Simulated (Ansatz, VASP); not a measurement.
**Hf3SnS8 in VASP and in Ansatz**

```
Hf Sn S
1.0
     3.66762    0.00000    0.00000
    -1.83381    3.17625    0.00000
     0.00000    0.00000   26.75598
Hf Sn S
3 1 8
Direct
  0.33333 0.66667 0.31176
  0.33333 0.66667 0.81384
  0.66667 0.33333 0.06284
  0.66667 0.33333 0.56160
  0.66667 0.33333 0.36551
  0.66667 0.33333 0.86759
  0.33333 0.66667 0.11660
  0.33333 0.66667 0.61729
  0.00000 0.00000 0.00905
  0.00000 0.00000 0.50590
  0.00000 0.00000 0.25797
  0.00000 0.00000 0.76005
```

Alike in both runs: functional PBE; k mesh 6 × 6 × 1; occupations gaussian, width 0.1 eV; no spin polarisation.

Ansatz relaxed the structure, and its values are those at the end. VASP's run is a single point on that final structure, the one shown.

|  | VASP | Ansatz |
| --- | --- | --- |
| version | VASP 6.6.1 | Ansatz 0.2.0 |
| potentials or method | VASP PAW PBE potentials, release 64 (Hf_pv, Sn_d, S), cutoff 520 eV | scalar-relativistic, plane waves, PAW |
| valence electrons in the cell | 92 | 140 |

```tsv
	VASP	Ansatz	Ansatz less VASP
gap on the k mesh at the Fermi level (eV)	1.22	1.20	-0.023
least direct gap on the mesh (eV)	1.80	1.80	+0.002
pressure (GPa)	-0.4	0.0	+0.41
rms of the force components (eV/Å)	0.031	0.004	-0.0261
```

VASP's potentials hold 92 valence electrons a cell and Ansatz's 140, so a difference there can come from the potentials and not from the codes.

Neither program's run includes spin-orbit coupling.
